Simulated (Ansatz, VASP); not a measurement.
One calculation of W, two programs

```
W
1.0
     4.46094    0.00000    0.00000
    -2.23047    3.86329    0.00000
     0.00000    0.00000   25.01644
W
12
Direct
  0.66667 0.33333 0.29980
  0.33333 0.66667 0.33620
  0.00000 0.00000 0.37260
  0.66667 0.33333 0.40900
  0.33333 0.66667 0.44540
  0.00000 0.00000 0.48180
  0.66667 0.33333 0.51820
  0.33333 0.66667 0.55460
  0.00000 0.00000 0.59100
  0.66667 0.33333 0.62740
  0.33333 0.66667 0.66380
  0.00000 0.00000 0.70020
```

Alike in both runs: task single point; functional PBEsol; k mesh 9 × 9 × 1; occupations gaussian, width 0.1 eV; no spin polarisation.

|  | VASP | Ansatz |
| --- | --- | --- |
| version | VASP 6.6.1 | Ansatz 0.2.0 |
| potentials or method | VASP PAW PBE potentials, release 64 (W_sv), cutoff 520 eV | scalar-relativistic, plane waves, PAW |
| valence electrons in the cell | 168 | 168 |

|  | VASP | Ansatz | Ansatz less VASP |
| --- | --- | --- | --- |
| gap on the k mesh at the Fermi level (eV) | none | none | - |
| rms of the force components (eV/Å) | 0.777 | 0.780 | +0.0029 |

VASP's potentials were made for PBE, not for PBEsol. Atom by atom the forces differ by 0.011 eV/Å (rms over components). A gap of «none» marks a metal or a gap that the smearing closes. The functional is the same, so the differences come from potentials, cutoffs and numerics. Ansatz's warnings: xc potential rough in thin density.

Neither program's run includes spin-orbit coupling.
